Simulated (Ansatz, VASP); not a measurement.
H: VASP beside Ansatz

INCAR

```
PREC = Accurate ; ENCUT = 500
EDIFF = 1E-6 ; ISMEAR = 0
SIGMA = 0.1 ; LREAL = False
LASPH = True ; NELM = 120
ALGO = Normal ; ISIF = 2
LWAVE = False ; LCHARG = False
GGA = PE ; IVDW = 13
NBANDS = 6 ; GGA_COMPAT = False
```

File KPOINTS:

```
regular mesh
0
Gamma
  8 8 22
```

File POSCAR:

```
H
1.0
    2.6845064050      0.0000000000      0.0000000000
    0.0000000000      2.6845064050      0.0000000000
    0.0000000000      0.0000000000      0.9933956223
H
1
Direct
    0.0000000000      0.0000000000      0.5000000000
```

Input for Ansatz:

```yaml
crystal:
  lattice:
    - [2.684506405, 0.0, 0.0]
    - [0.0, 2.684506405, 0.0]
    - [0.0, 0.0, 0.9933956223]
  atoms:
    - { symbol: H, position: [0.0, 0.0, 0.5] }
basis:
  ecutwfc: "46 Ry"
  ecutrho_ratio: 8
  precision: f64
kpoints:
  mp_grid: { grid: [8, 8, 22] }
hamiltonian:
  xc: pbe
  dispersion: d4
scf:
  occupations: { method: gaussian, width: 0.1 }
output:
  forces: true
  stress: true
  eigenvalues: true
```

Alike in both runs: task single point; functional PBE; dispersion D4; k mesh 8 × 8 × 22; occupations gaussian, width 0.1 eV; no spin polarisation.

```csv
,VASP,Ansatz
version,VASP 6.6.1,Ansatz 0.2.0
potentials or method,"VASP PAW PBE potentials, release 64 (H), cutoff 500 eV","scalar-relativistic, plane waves, PAW"
valence electrons in the cell,1,1
```

Ansatz gave:

| Property | Result |
| --- | --- |
| pressure (GPa) | -1.3 |
| traceless stress, the component that is largest in VASP (GPa) | -3.95 |

Question: Which values does VASP return?

Answer: Pressure (GPa): -1.6; traceless stress, the component that is largest in VASP (GPa): -3.85.
